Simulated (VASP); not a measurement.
Write the native input for VASP 6.6.1 that does the following.

| Quantity | Value |
| --- | --- |
| Task | single point |
| Functional | PBE |
| Potentials or basis | VASP PAW PBE potentials, release 64 (P, B) |
| Cutoff | 520 eV |
| k mesh | 6 × 6 × 6 |
| Occupations | fermi-dirac, width 0.04 eV |
| Spin | no spin polarisation |
| Dipole correction | no |
| Further INCAR settings | ALGO = Normal; EDIFF = 1e-07; NBANDS = 11 |

The structure of BP lies in POSCAR:

```
BP
1.0
    0.0000000000      2.2690000000      2.2690000000
    2.2690000000      0.0000000000      2.2690000000
    2.2690000000      2.2690000000      0.0000000000
P B
1 1
Direct
    0.7500000000      0.7500000000      0.7500000000
    0.0000000000      0.0000000000      0.0000000000
```

The input as run:

INCAR

```
PREC     = Accurate       # precision mode
ENCUT    = 520            # plane-wave cutoff, eV
EDIFF    = 1E-7           # SCF threshold, eV
ISMEAR   = -1             # smearing method
SIGMA    = 0.04           # smearing width, eV
LREAL    = False          # projectors in reciprocal space
LASPH    = True           # aspherical terms in the spheres
NELM     = 100            # most SCF steps
ALGO     = Normal         # electronic algorithm
ISIF     = 2              # what is computed and relaxed
LWAVE    = False          # write WAVECAR
LCHARG   = True           # write CHGCAR
GGA      = PE             # functional
LELF     = True           # ELF
LVHAR    = True         
NBANDS   = 11             # bands
```

KPOINTS

```
Automatic mesh
0
Gamma
  6 6 6
```

Potentials or basis: VASP PAW PBE potentials, release 64 (P, B).

The run is started by

```sh
$ cat potpaw_PBE.64/P/POTCAR potpaw_PBE.64/B/POTCAR > POTCAR
$ mpirun -np 1 vasp_std > vasp.out
```

It gave:

```json
{
  "Pressure": "1.0 GPa",
  "Band gap on the k mesh": "1.33 eV, indirect (least direct gap 3.40 eV)"
}
```

Wall time 3.3 s on 1 thread of Intel(R) Xeon(R) Platinum 8488C (Sapphire Rapids) (shared host), peak memory 0.13 GiB.
